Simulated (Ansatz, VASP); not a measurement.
## Bi: VASP beside Ansatz

```
CELL_PARAMETERS angstrom
2.26734 1.30905 3.88173
-2.26734 1.30905 3.88173
0.00000 -2.61810 3.88173
ATOMIC_POSITIONS crystal
Bi 0.23713 0.23713 0.23713
Bi 0.76287 0.76287 0.76287
```

Alike in both runs: task single point; functional PBEsol; k mesh 12 × 12 × 12; occupations gaussian, width 0.1 eV; no spin polarisation.

|  | VASP | Ansatz |
| --- | --- | --- |
| version | VASP 6.6.1 | Ansatz 0.2.0 |
| potentials or method | VASP PAW PBE potentials, release 64 (Bi_d), cutoff 520 eV | scalar-relativistic, plane waves, PAW |
| valence electrons in the cell | 30 | 30 |

Ansatz gave:

* gap on the k mesh at the Fermi level (eV): none
* pressure (GPa): -0.3
* rms of the force components (eV/Å): 0.028

What did VASP give for the same quantities?

gap on the k mesh at the Fermi level (eV): none; pressure (GPa): -0.4; rms of the force components (eV/Å): 0.025.

VASP's potentials were made for PBE, not for PBEsol. Atom by atom the forces differ by 0.003 eV/Å (rms over components). A gap of «none» marks a metal or a gap that the smearing closes.

Spin-orbit coupling is off throughout.
